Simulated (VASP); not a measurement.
Set up this calculation in VASP 6.6.1, as the native input.

```yaml
Task: single point
Functional: PBEsol
Potentials_or_basis: VASP PAW PBE potentials, release 64 (Cu)
Cutoff: 520 eV
k_mesh: 30 × 30 × 14
Occupations: gaussian, width 0.15 eV
Spin: no spin polarisation
Dipole_correction: no
Further_INCAR_settings: ALGO = Fast; EDIFF = 1e-06; NBANDS = 18
```

The structure of Cu lies in POSCAR:

```
Cu
1.0
    2.3315466984      0.0000000000      0.0000000000
   -1.1657733492      2.1828958605      0.0000000000
    0.0000000000      0.0000000000      4.1165232668
Cu
2
Direct
    0.3333333333      0.6666666667      0.2500000000
    0.6666666667      0.3333333333      0.7500000000
```

This cell differs from its parent crystal: strain -0.0750 x Voigt [1, 0, 0, 0, 0, 0].

The input as run:

INCAR

```
PREC = Accurate
ENCUT = 520
EDIFF = 1E-6
ISMEAR = 0
SIGMA = 0.15
LREAL = False
LASPH = True
NELM = 60
ALGO = Fast
ISIF = 2
LWAVE = False
LCHARG = False
GGA = PS
NBANDS = 18
```

KPOINTS

```
regular mesh
0
Gamma
  30 30 14
```

Potentials or basis: VASP PAW PBE potentials, release 64 (Cu).

Launch:

```bash
$ cat potpaw_PBE.64/Cu/POTCAR > POTCAR
$ mpirun -np 1 vasp_std > vasp.out
```

Results of the run:

```json
{"Pressure": "18.8 GPa", "Largest force": "0.152 eV/Å", "Band gap on the k mesh": "zero (bands 11 and 12 overlap by 6.54 eV)"}
```

Caveat: the cell differs from its parent crystal (strain -0.0750 x Voigt [1, 0, 0, 0, 0, 0]); the stress differs along the axes, from 12 to 32 GPa; the PAW data sets were made with another functional, which shifts forces and pressure a little.

Wall time 9.4 min on 1 thread of Oxide Virtual Turin-like Processor, with other jobs on the host, peak memory 0.61 GiB.
